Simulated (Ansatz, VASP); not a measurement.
Two plane-wave programs on Sr2P

```
CELL_PARAMETERS angstrom
0.00000 5.00650 5.18096
2.90141 0.00000 5.18096
2.90141 5.00650 0.00000
ATOMIC_POSITIONS crystal
Sr 0.08300 0.41700 0.08300
Sr 0.41700 0.08300 0.41700
Sr 0.16700 0.83300 0.16700
Sr 0.83300 0.16700 0.83300
P 0.75000 0.75000 0.75000
P 0.50000 0.50000 0.50000
```

Alike in both runs: task relaxation of cell and atoms; functional PBE; k mesh 4 × 4 × 4; occupations gaussian, width 0.1 eV; no spin polarisation.

|  | VASP | Ansatz |
| --- | --- | --- |
| version | VASP 6.6.1 | Ansatz 0.2.0 |
| potentials or method | VASP PAW PBE potentials, release 64 (Sr_sv, P), cutoff 600 eV | scalar-relativistic, plane waves, PAW |
| valence electrons in the cell | 50 | 50 |

```csv
,VASP,Ansatz,Ansatz less VASP
"gap on the k mesh at the Fermi level, each at its own relaxed structure (eV)",none,none,-
relaxed volume (Å³/atom),40.67,40.72,+0.045
relaxed length of the cell vector where the two differ most in proportion (Å),7.900,7.925,+0.0248
```

A gap of «none» marks a metal or a gap that the smearing closes.

Noted on VASP's run: the volume moved by over 15 % at a fixed basis, so the end points are rough.
